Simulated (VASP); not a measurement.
A run of VASP 6.6.1 is set up as follows.

Contents of INCAR:

```
SYSTEM = C
PREC = Accurate ; ENCUT = 520
EDIFF = 1E-6 ; ISMEAR = 0
SIGMA = 0.15 ; LREAL = .False.
LASPH = .True. ; NELM = 100
ALGO = Normal ; ISIF = 2
LWAVE = .False. ; LCHARG = .False.
GGA = PS ; NBANDS = 11
```

Contents of KPOINTS:

```
regular mesh
0
Gamma
  24 24 6
  0 0 0
```

The input POSCAR:

```
C
1.0
    2.4561701622      0.0000000000      0.0000000000
   -1.2280850811      2.3132275102      0.0000000000
    0.0000000000      0.0000000000      8.5238033600
C
2
Direct
    0.3333333333      0.6666666667      0.0000000000
    0.6666666667      0.3333333333      0.0000000000
```

Potentials or basis: VASP PAW PBE potentials, release 64 (C).

Command:

```sh
$ cat potpaw_PBE.64/C/POTCAR > POTCAR
$ mpirun -np 1 vasp_std > vasp.out
```

Predict the largest force.

0.091 eV/Å.

Forces on the atoms (eV/Å):
```
C    0.000  0.091  0.000
C    0.000 -0.091  0.000
```

Caveat: the cell differs from its parent crystal (strain +0.0875 x Voigt [0, 1, 0, 0, 0, 0]); the PAW data sets were made with another functional, which shifts forces and pressure a little.
